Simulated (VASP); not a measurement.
Wanted: the native input for a VASP 6.6.1 run.

```yaml
Task: single point
Functional: PBE
Potentials_or_basis: VASP PAW PBE potentials, release 64 (Ir)
Cutoff: 520 eV
k_mesh: 18 × 18 × 12
Occupations: gaussian, width 0.15 eV
Spin: no spin polarisation
Dipole_correction: no
Further_INCAR_settings: ALGO = Normal; EDIFF = 1e-06; NBANDS = 16
```

The structure of Ir lies in POSCAR:

```
Ir
1.0
    2.5312676630      0.0000000000      0.0000000000
   -1.2656338315      2.1921420999      0.0000000000
    0.0000000000      0.0000000000      4.8192732000
Ir
2
Direct
    0.6666666667      0.3333333333      0.7500000000
    0.3333333333      0.6666666667      0.2500000000
```

This cell differs from its parent crystal: strain -0.080 along x and y, +0.080 along z.

One way to write it, as run:

INCAR

```
ALGO     = Normal         # electronic algorithm
EDIFF    = 1E-6           # SCF threshold, eV
ENCUT    = 520            # plane-wave cutoff, eV
GGA      = PE             # functional
ISIF     = 2              # what is computed and relaxed
ISMEAR   = 0              # smearing method
LASPH    = True           # aspherical terms in the spheres
LCHARG   = True           # write CHGCAR
LELF     = True           # ELF
LREAL    = False          # projectors in reciprocal space
LVHAR    = True         
LWAVE    = False          # write WAVECAR
NBANDS   = 16             # bands
NELM     = 80             # most SCF steps
PREC     = Accurate       # precision mode
SIGMA    = 0.15           # smearing width, eV
```

KPOINTS

```
k-points
0
Gamma
  18 18 12
```

Potentials or basis: VASP PAW PBE potentials, release 64 (Ir).

Run with:

```sh
$ cat potpaw_PBE.64/Ir/POTCAR > POTCAR
$ mpirun -np 1 vasp_std > vasp.out
```

Results of the run:

```json
{"Pressure": "51.8 GPa", "Band gap on the k mesh": "zero (band 9 reaches 13.58 eV, above the bottom of band 10 at 9.67 eV)"}
```

Caveat: the cell differs from its parent crystal (strain -0.080 along x and y, +0.080 along z); spin-orbit coupling is left out, which moves the levels of the heavy elements.

It took 38 s on 1 thread of Intel(R) Xeon(R) 6975P-C (Granite Rapids), with other jobs on the host, peak memory 0.21 GiB.
